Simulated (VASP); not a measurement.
# TiN (Fm-3m) in VASP: a series of runs

TiN is run at these levels: r2SCAN+U; tasks: single point.

Program: VASP 6.6.1. These are calculated values, not measurements. Logs are shortened: lines on timing, memory, paths and dates and some standing lists are left out, and cuts for length are marked.

## 1. The cell of the first run

The structure is cubic, space group Fm-3m (No. 225). The conventional cell has a = 4.490 Å, b = 4.490 Å, c = 4.490 Å, α = 90.00°, β = 90.00°, γ = 90.00°. Ti (site symmetry m-3m) has 6 N at 2.24 Å within 3.0 Å. N (site symmetry m-3m) has 6 Ti at 2.24 Å within 3.0 Å.

## 2. Single point, r2SCAN+U, collinear spin, ferromagnetic start

The input, POSCAR:

```
TiN
1.0
    0.0000000000      2.2447686400      2.2447686400
    2.2447686400      0.0000000000      2.2447686400
    2.2447686400      2.2447686400      0.0000000000
Ti N
1 1
Direct
    0.5000000000      0.5000000000      0.5000000000
    0.0000000000      0.0000000000      0.0000000000
```

The input, INCAR.step1:

```
PREC = Accurate
ENCUT = 660
ISMEAR = 0
SIGMA = 0.05
LREAL = F
LASPH = T
NELM = 200
ISPIN = 2
MAGMOM = 1 0
LMAXMIX = 4
LDAU = T
LDAUTYPE = 2
LDAUL = 2 -1
LDAUU = 2.5 0
LDAUJ = 0 0
NBANDS = 20
GGA = PE
ALGO = Normal
EDIFF = 1E-5
LWAVE = T
LCHARG = F
GGA_COMPAT = F
```

The input, INCAR.step2:

```
PREC = Accurate
ENCUT = 660
EDIFF = 1E-6
ISMEAR = 0
SIGMA = 0.05
LREAL = F
LASPH = T
NELM = 200
ALGO = Normal
ISIF = 2
LWAVE = F
LCHARG = F
ISPIN = 2
MAGMOM = 1 0
LORBIT = 11
LMAXMIX = 4
LDAU = T
LDAUTYPE = 2
LDAUL = 2 -1
LDAUU = 2.5 0
LDAUJ = 0 0
LDAUPRINT = 1
METAGGA = R2SCAN
LMIXTAU = T
NBANDS = 20
ISTART = 1
GGA_COMPAT = F
```

The input, KPOINTS:

```
Automatic mesh
0
Gamma
  7 7 7
```

Potentials or basis: VASP PAW PBE potentials, release 64 (Ti_sv, N).

Run with:

```console
> cat potpaw_PBE.64/Ti_sv/POTCAR potpaw_PBE.64/N/POTCAR > POTCAR
> cp INCAR.step1 INCAR
> mpirun -np 1 vasp_std > vasp.out
> cp INCAR.step2 INCAR
> mpirun -np 1 vasp_std > vasp.out
```

OUTCAR:

```text
PREC = Accurate
   ENCUT = 660
   EDIFF = 1E-6
   ISMEAR = 0
   LREAL = F
   LASPH = T
   NELM = 200
   ISIF = 2
   ISPIN = 2
   LORBIT = 11
   METAGGA = R2SCAN
   ISTART = 1

 ion  position               nearest neighbor table
   1  0.500  0.500  0.500-   2 2.24   2 2.24   2 2.24   2 2.24   2 2.24   2 2.24
   2  0.000  0.000  0.000-   1 2.24   1 2.24   1 2.24   1 2.24   1 2.24   1 2.24

  LATTYP: Found a face centered cubic cell.
 ALAT       =     4.4895372800

  Lattice vectors:

 A1 = (   0.0000000000,   2.2447686400,   2.2447686400)
 A2 = (   2.2447686400,   0.0000000000,   2.2447686400)
 A3 = (   2.2447686400,   2.2447686400,   0.0000000000)

Analysis of symmetry for initial positions (statically):
=====================================================================
 Subroutine PRICEL returns:
 Original cell was already a primitive cell.

 Routine SETGRP: Setting up the symmetry group for a
 face centered cubic supercell.

 Subroutine GETGRP returns: Found 48 space group operations
 (whereof 48 operations were pure point group operations)
 out of a pool of 48 trial point group operations.

The static configuration has the point symmetry O_h .

Analysis of symmetry for dynamics (positions and initial velocities):
=====================================================================
 Subroutine PRICEL returns:
 Original cell was already a primitive cell.

 Routine SETGRP: Setting up the symmetry group for a
 face centered cubic supercell.

 Subroutine GETGRP returns: Found 48 space group operations
 (whereof 48 operations were pure point group operations)
 out of a pool of 48 trial point group operations.

The dynamic configuration has the point symmetry O_h .

Analysis of structural, dynamic, and magnetic symmetry:
=====================================================================
 Subroutine PRICEL returns:
 Original cell was already a primitive cell.

 Routine SETGRP: Setting up the symmetry group for a
 face centered cubic supercell.

 Subroutine GETGRP returns: Found 48 space group operations
 (whereof 48 operations were pure point group operations)
 out of a pool of 48 trial point group operations.

The overall configuration has the point symmetry O_h .

 Subroutine INISYM returns: Found 48 space group operations
 (whereof 48 operations are pure point group operations),
 and found     1 'primitive' translations

----------------------------------------------------------------------------------------

                                     Primitive cell

  volume of cell :      22.6227

  direct lattice vectors                    reciprocal lattice vectors
     0.000000000  2.244768640  2.244768640    -0.222740104  0.222740104  0.222740104
     2.244768640  0.000000000  2.244768640     0.222740104 -0.222740104  0.222740104
     2.244768640  2.244768640  0.000000000     0.222740104  0.222740104 -0.222740104

  length of vectors
     3.174582255  3.174582255  3.174582255     0.385797177  0.385797177  0.385797177

  position of ions in fractional coordinates (direct lattice)
     0.500000000  0.500000000  0.500000000
     0.000000000  0.000000000  0.000000000

  ion indices of the primitive-cell ions
   primitive index   ion index
                 1           1
                 2           2

----------------------------------------------------------------------------------------

 KPOINTS: Automatic mesh

Automatic generation of k-mesh.
 Grid dimensions read from file:
 generate k-points for:    7    7    7

 Generating k-lattice:

  Cartesian coordinates                     Fractional coordinates (reciprocal lattice)
    -0.031820015  0.031820015  0.031820015     0.142857143  0.000000000  0.000000000
     0.031820015 -0.031820015  0.031820015     0.000000000  0.142857143  0.000000000
     0.031820015  0.031820015 -0.031820015     0.000000000  0.000000000  0.142857143

  Length of vectors
     0.055113882  0.055113882  0.055113882

  Shift w.r.t. Gamma in fractional coordinates (k-lattice)
     0.000000000  0.000000000  0.000000000

 Subroutine IBZKPT returns following result:
 ===========================================

 Found     20 irreducible k-points:

 Following reciprocal coordinates:
            Coordinates               Weight
  0.000000  0.000000  0.000000      1.000000
  0.142857  0.000000  0.000000      8.000000
  0.285714  0.000000  0.000000      8.000000
  0.428571  0.000000  0.000000      8.000000
  0.142857  0.142857  0.000000      6.000000
  0.285714  0.142857  0.000000     24.000000
[... 12 lines left out ...]
 -0.428571  0.428571  0.142857     24.000000
 -0.285714  0.428571  0.142857     24.000000
   k-points           NKPTS =     20   k-points in BZ     NKDIM =     20   number of bands    NBANDS=     20
   number of dos      NEDOS =    301   number of ions     NIONS =      2
   total plane-waves  NPLWV =  21952
   dimension x,y,z NGX =    28 NGY =   28 NGZ =   28
   dimension x,y,z NGXF=    56 NGYF=   56 NGZF=   56
   ions per type =               1   1
   NGX,Y,Z   is equivalent  to a cutoff of  14.66, 14.66, 14.66 a.u.
   NGXF,Y,Z  is equivalent  to a cutoff of  29.33, 29.33, 29.33 a.u.
 SYSTEM =  unknown system
   PREC   = accura    normal or accurate (medium, high low for compatibility)
   ISTART =      1    job   : 0-new  1-cont  2-samecut
   ICHARG =      0    charge: 1-file 2-atom 10-const
   ISPIN  =      2    spin polarized calculation?
   LNONCOLLINEAR =      F non collinear calculations
   LSORBIT =      F    spin-orbit coupling
   LASPH  =      T    aspherical Exc in radial PAW
   ENCUT  =  660.0 eV  48.51 Ry    6.96 a.u.   6.65  6.65  6.65*2*pi/ulx,y,z
   NELM   =    200;   NELMIN=  2; NELMDL=  0     # of ELM steps
   EDIFF  = 0.1E-05   stopping-criterion for ELM
   LREAL  =      F    real-space projection
   EDIFFG = 0.1E-04   stopping-criterion for IOM
   NSW    =      0    number of steps for IOM
   IBRION =     -1    ionic relax: 0-MD 1-quasi-New 2-CG
   NFREE  =      0    steps in history (QN), initial steepest desc. (CG)
   ISIF   =      2    stress and relaxation
   ISYM   =      2    0-nonsym 1-usesym 2-fastsym
   POTIM  = 0.5000    time-step for ionic-motion
   TEBEG  =    0.0;   TEEND  =   0.0 temperature during run
   PSTRESS=    0.0 pullay stress
   NELECT =      17.0000    total number of electrons
   NUPDOWN=      -1.0000    fix difference up-down
   EMIN   =  10.00;   EMAX   =-10.00  energy-range for DOS
   EFERMI =   0.00;   METHOD = LEGACY
   ISMEAR =     0;   SIGMA  =   0.05  broadening in eV -4-tet -1-fermi 0-gaus
   EFERMI_NEDOS =   21; number of points for ismear=-14 and -15
   IALGO  =     38    algorithm
   IMIX   =      4    mixing-type and parameters
     AMIX     =   0.40;   BMIX     =  1.00
     AMIX_MAG =   1.60;   BMIX_MAG =  1.00
  volume/ion in A,a.u.               =      11.31        76.33
  Fermi-wavevector in a.u.,A,eV,Ry     =   1.488365  2.812603 30.140053  2.215231
  Thomas-Fermi vector in A             =   2.601409
   LORBIT       =     11    0 simple, 1 ext, 2 COOP (PROOUT), +10 PAW based schemes
 LDA+U is selected, type is set to LDAUTYPE =  2
   angular momentum for each species LDAUL =     2   -1
   U (eV)           for each species LDAUU =   2.5  0.0
   J (eV)           for each species LDAUJ =   0.0  0.0
   METAGGA = R2SCAN    functional components
   LHFCALC =     F    Hartree Fock is set to
   AEXX    =    0.0000 exact exchange contribution
   IVDW    =     0    specifies the selected vdW correction
   LEPSILON=     F    determine dielectric tensor
   LRPA    =     F    only Hartree local field effects (RPA)
 spin polarized calculation
 Gauss-broadening in eV      SIGMA  =   0.05
  energy-cutoff  :      660.00
  volume of cell :       22.62
 maximum number of plane-waves:       893
   NGX = 13   NGY = 13   NGZ = 13

atom =   1  type =  1  l = 2

 onsite density matrix

spin component  1

  0.1890 -0.0000  0.0000  0.0000 -0.0000
 -0.0000  0.1890  0.0000  0.0000 -0.0000
  0.0000  0.0000  0.1695 -0.0000 -0.0000
  0.0000  0.0000 -0.0000  0.1890 -0.0000
 -0.0000 -0.0000 -0.0000 -0.0000  0.1695

spin component  2

  0.1586 -0.0000  0.0000  0.0000 -0.0000
 -0.0000  0.1586  0.0000  0.0000 -0.0000
  0.0000  0.0000  0.1671 -0.0000 -0.0000
  0.0000  0.0000 -0.0000  0.1586 -0.0000
 -0.0000 -0.0000 -0.0000 -0.0000  0.1671

 occupancies and eigenvectors

  o =  0.1586  v =  0.0000  0.0000  0.0000  0.0000  0.0000  1.0000  0.0000  0.0000  0.0000  0.0000      0.0000  0.0000  0.0000  0.0000  0.0000  0.0000  0.0000  0.0000  0.0000  0.0000
  o =  0.1586  v =  0.0000  0.0000  0.0000  0.0000  0.0000  0.0000  0.7096  0.0000 -0.7046 -0.0000      0.0000  0.0000  0.0000  0.0000  0.0000  0.0000  0.0000  0.0000  0.0000  0.0000
  o =  0.1586  v =  0.0000  0.0000  0.0000  0.0000  0.0000  0.0000 -0.7046 -0.0000 -0.7096  0.0000      0.0000  0.0000  0.0000  0.0000  0.0000  0.0000  0.0000  0.0000  0.0000  0.0000
  o =  0.1671  v =  0.0000  0.0000  0.0000  0.0000  0.0000  0.0000  0.0000 -0.9999 -0.0000 -0.0161      0.0000  0.0000  0.0000  0.0000  0.0000  0.0000  0.0000  0.0000  0.0000  0.0000
  o =  0.1671  v =  0.0000  0.0000  0.0000  0.0000  0.0000  0.0000 -0.0000  0.0161 -0.0000 -0.9999      0.0000  0.0000  0.0000  0.0000  0.0000  0.0000  0.0000  0.0000  0.0000  0.0000
  o =  0.1695  v =  0.0000  0.0000  0.9998 -0.0000  0.0198  0.0000  0.0000  0.0000  0.0000  0.0000      0.0000  0.0000  0.0000  0.0000  0.0000  0.0000  0.0000  0.0000  0.0000  0.0000
  o =  0.1695  v =  0.0000 -0.0000 -0.0198 -0.0000  0.9998  0.0000  0.0000  0.0000  0.0000  0.0000      0.0000  0.0000  0.0000  0.0000  0.0000  0.0000  0.0000  0.0000  0.0000  0.0000
  o =  0.1890  v =  1.0000  0.0000  0.0000  0.0000  0.0000  0.0000  0.0000  0.0000  0.0000  0.0000      0.0000  0.0000  0.0000  0.0000  0.0000  0.0000  0.0000  0.0000  0.0000  0.0000
  o =  0.1890  v =  0.0000  0.6883 -0.0000 -0.7254  0.0000  0.0000  0.0000  0.0000  0.0000  0.0000      0.0000  0.0000  0.0000  0.0000  0.0000  0.0000  0.0000  0.0000  0.0000  0.0000
  o =  0.1890  v =  0.0000 -0.7254  0.0000 -0.6883 -0.0000  0.0000  0.0000  0.0000  0.0000  0.0000      0.0000  0.0000  0.0000  0.0000  0.0000  0.0000  0.0000  0.0000  0.0000  0.0000

 number of electron      17.0000001 magnetization       0.1071056

 Free energy of the ion-electron system (eV)
  ---------------------------------------------------
  ext. energy  EPLUGINS =         0.00000000
  ---------------------------------------------------
  free energy    TOTEN  =       -23.75547037 eV

  energy without entropy =      -23.75388184  energy(sigma->0) =      -23.75467611

 E-fermi :   9.8761     XC(G=0): -12.8735

 val. band max:        9.8366895283   @ k =   0.1429   0.0000   0.0000
 cond. band min:       9.8836807785   @ k =  -0.4286   0.2857   0.0000
 fundamental gap:      0.0469912501
 Fermi energy:         9.8761239691

 spin component 1

 k-point     1 :       0.0000    0.0000    0.0000
  band No.  band energies     occupation
      1     -51.6375      1.00000
      2     -26.6370      1.00000
      3     -26.6370      1.00000
      4     -26.6370      1.00000
      5      -7.5946      1.00000
      6       7.5187      1.00000
[... 12 lines left out ...]
     19      34.1559      0.00000
[... 420 lines left out ...]
      3     -26.8307      1.00000
      4     -26.7326      1.00000
      5      -5.9810      1.00000
      6       4.0360      1.00000
[... 12 lines left out ...]
     19      30.0152      0.00000
     20      36.0728      0.00000
 Fermi energy:         9.8761239691

 spin component 2

 k-point     1 :       0.0000    0.0000    0.0000
  band No.  band energies     occupation
      1     -51.5103      1.00000
      2     -26.5093      1.00000
      3     -26.5093      1.00000
      4     -26.5093      1.00000
      5      -7.5940      1.00000
      6       7.5036      1.00000
[... 12 lines left out ...]
     19      34.2669      0.00000
[... 421 lines left out ...]
      4     -26.6049      1.00000
      5      -5.9907      1.00000
      6       4.0665      1.00000
[... 12 lines left out ...]
     19      30.0791      0.00000
     20      36.0891      0.00000

------------------------ aborting loop because EDIFF is reached ----------------------------------------

  FORCE on cell =-STRESS in cart. coord.  units (eV):
  Direction    XX          YY          ZZ          XY          YZ          ZX
  --------------------------------------------------------------------------------------
  -------------------------------------------------------------------------------------
  Total       -4.3168782     -4.3168782     -4.3168782      0.0000000      0.0000000      0.0000000
  in kB     -305.7282882   -305.7282882   -305.7282882      0.0000000      0.0000000      0.0000000
  external PRESSURE =    -305.7282882 kB  Pullay stress =       0.0000000 kB

 VOLUME and BASIS-vectors are now :
 -----------------------------------------------------------------------------
  energy-cutoff  :      660.00
  volume of cell :       22.62
      direct lattice vectors                 reciprocal lattice vectors
     0.000000000  2.244768640  2.244768640    -0.222740104  0.222740104  0.222740104
     2.244768640  0.000000000  2.244768640     0.222740104 -0.222740104  0.222740104
     2.244768640  2.244768640  0.000000000     0.222740104  0.222740104 -0.222740104

 POSITION                                       TOTAL-FORCE (eV/Angst)
 -----------------------------------------------------------------------------------
      2.24477      2.24477      2.24477        -0.000000     -0.000000     -0.000000
      0.00000      0.00000      0.00000         0.000000      0.000000      0.000000
 -----------------------------------------------------------------------------------
    total drift:                                0.000000      0.000000      0.000000

  FREE ENERGIE OF THE ION-ELECTRON SYSTEM (eV)
  ---------------------------------------------------
  free  energy   TOTEN  =       -23.7554703745 eV

  energy  without entropy=      -23.7538818445  energy(sigma->0) =      -23.75467611

 total charge

# of ion       s       p       d       tot
------------------------------------------
    1        2.154   6.158   1.694  10.006
    2        1.239   2.447   0.000   3.686
--------------------------------------------------
tot          3.393   8.605   1.694  13.692

 magnetization (x)

# of ion       s       p       d       tot
------------------------------------------
    1        0.001   0.000   0.095   0.097
    2       -0.000  -0.007   0.000  -0.007
--------------------------------------------------
tot          0.001  -0.006   0.095   0.090
```

Wall time 2.3 min (1 thread of AMD EPYC 7R43 (Zen 3), shared host); peak memory 0.16 GiB.

What came out:

- Free energy: -23.7555 eV
- Pressure: -30.6 GPa
- Net moment: 0.11 μB per cell
- Site moments: Ti +0.10; N -0.01 μB
- Valence electrons inside the program's atomic spheres: Ti 10.01; N 3.69

Eigenvalues of the final occupation matrices:
```csv
site,spin,trace,eigenvalues
site 1 d,1,0.91,0.17 0.17 0.19 0.19 0.19
site 1 d,2,0.81,0.16 0.16 0.16 0.17 0.17
```

Caveat: the PAW data sets were made with another functional, which shifts forces and pressure a little. The state reached can hang on the start; a lower one may exist.

## 3. Single point, r2SCAN+U, collinear spin, ferrimagnetic start

POSCAR is that of step 2.

The input, INCAR.step1:

```
SYSTEM = TiN
PREC = Accurate
ENCUT = 660
ISMEAR = 0
SIGMA = 0.05
LREAL = .FALSE.
LASPH = .TRUE.
NELM = 200
ISPIN = 2
MAGMOM = 0.86 -0.06
LMAXMIX = 4
LDAU = .TRUE.
LDAUTYPE = 2
LDAUL = 2 -1
LDAUU = 2.5 0
LDAUJ = 0 0
NBANDS = 20
GGA = PE
ALGO = Normal
EDIFF = 1E-5
LWAVE = .TRUE.
LCHARG = .FALSE.
GGA_COMPAT = .FALSE.
```

The input, INCAR.step2:

```
SYSTEM = TiN
PREC = Accurate
ENCUT = 660
EDIFF = 1E-6
ISMEAR = 0
SIGMA = 0.05
LREAL = .FALSE.
LASPH = .TRUE.
NELM = 200
ALGO = Normal
ISIF = 2
LWAVE = .FALSE.
LCHARG = .FALSE.
ISPIN = 2
MAGMOM = 0.86 -0.06
LORBIT = 11
LMAXMIX = 4
LDAU = .TRUE.
LDAUTYPE = 2
LDAUL = 2 -1
LDAUU = 2.5 0
LDAUJ = 0 0
LDAUPRINT = 1
METAGGA = R2SCAN
LMIXTAU = .TRUE.
NBANDS = 20
ISTART = 1
GGA_COMPAT = .FALSE.
```

The input, KPOINTS:

```
Automatic mesh
0
G
  7 7 7
  0 0 0
```

Potentials or basis: VASP PAW PBE potentials, release 64 (Ti_sv, N).

Run with:

```console
> cat potpaw_PBE.64/Ti_sv/POTCAR potpaw_PBE.64/N/POTCAR > POTCAR
> cp INCAR.step1 INCAR
> mpirun -np 1 vasp_std > vasp.out
> cp INCAR.step2 INCAR
> mpirun -np 1 vasp_std > vasp.out
```

Run time: 2.2 min. Hardware: 1 thread of AMD EPYC 7R43 (Zen 3), shared host; peak memory 0.15 GiB.

It converged, with:

* Free energy: -23.7555 eV
* Pressure: -30.6 GPa
* Net moment: 0.11 μB per cell
* Site moments: Ti +0.10; N -0.01 μB
* Valence electrons inside the program's atomic spheres: Ti 10.01; N 3.69

Levels at points of the mesh, in eV from the Fermi level:
Spin up:
```csv
k point,band 5,band 6,band 7,band 8,band 9,band 10,band 11,band 12,band 13,band 14
"(0.00, 0.00, 0.00)",-17.47,-2.36,-2.36,-2.36,-0.61,-0.61,-0.61,0.46,0.46,3.65
```
Spin down:
| k point | band 6 | band 7 | band 8 | band 9 | band 10 | band 11 |
| --- | --- | --- | --- | --- | --- | --- |
| (0.00, 0.00, 0.00) | -2.37 | -2.37 | -2.37 | -0.39 | -0.39 | -0.39 |

Eigenvalues of the final occupation matrices:
```tsv
site	spin	trace	eigenvalues
site 1 d	1	0.91	0.17 0.17 0.19 0.19 0.19
site 1 d	2	0.81	0.16 0.16 0.16 0.17 0.17
```

Caveat: the PAW data sets were made with another functional, which shifts forces and pressure a little. The state reached can hang on the start; a lower one may exist.
